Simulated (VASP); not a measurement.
Eu:

```xyz
1
Lattice="-2.0544 2.0544 2.0544 2.0544 -2.0544 2.0544 2.0544 2.0544 -2.0544" Properties=species:S:1:pos:R:3 pbc="T T T"
Eu    0.0000    0.0000    0.0000
```

Base run:

```yaml
Program: VASP 6.6.1
Functional: LDA
Potentials_or_basis: VASP PAW PBE potentials, release 64 (Eu)
Cutoff: 520 eV
k_mesh: 11 × 11 × 11
Occupations: fermi-dirac, width 0.01 eV
Spin: collinear spin, ferromagnetic start
Starting_moments: "[6.925] μB"
```

Its results: pressure -0.4 GPa; net moment 7.09 μB per cell; site moments Eu +6.63 μB.

The run is repeated on the same cell with these changes: occupations from fermi-dirac, width 0.01 eV to methfessel-paxton, width 0.2 eV. What comes out?

Pressure -0.4 GPa; net moment 7.19 μB per cell; site moments Eu +6.67 μB.

Caveats: the PAW data sets were made with another functional, which shifts forces and pressure a little.
